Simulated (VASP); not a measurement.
Input of a VASP 6.6.1 run:

Contents of INCAR:

```
PREC = Accurate
ENCUT = 520
EDIFF = 1E-6
ISMEAR = 0
SIGMA = 0.05
LREAL = F
LASPH = T
NELM = 150
ALGO = Normal
ISIF = 2
LWAVE = F
LCHARG = F
ISPIN = 2
MAGMOM = 0.5 0.5
LORBIT = 11
GGA = PE
NBANDS = 20
```

File KPOINTS:

```
Automatic mesh
0
Gamma
  1 1 25
```

The input POSCAR:

```
InAs
1.0
   11.2000000000      0.0000000000      0.0000000000
    0.0000000000      9.3000000000      0.0000000000
    0.0000000000      0.0000000000      2.5555352690
In As
1 1
Direct
    0.4031341921      0.5000000000      0.0000000000
    0.5968658079      0.5000000000      0.5000000000
```

Potentials or basis: VASP PAW PBE potentials, release 64 (In_d, As).

Run with:

```console
$ cat potpaw_PBE.64/In_d/POTCAR potpaw_PBE.64/As/POTCAR > POTCAR
$ mpirun -np 1 vasp_std > vasp.out
```

(1) What does it give for the net moment?

(2) What does it give for the largest force?

(3) Predict the band gap on the k mesh.

## Answers

(1) 0.00 μB per cell.

(2) 2.858 eV/Å.

(3) zero (filled and empty bands overlap).

Caveat: spin-orbit coupling is left out, which moves the levels of the heavy elements.
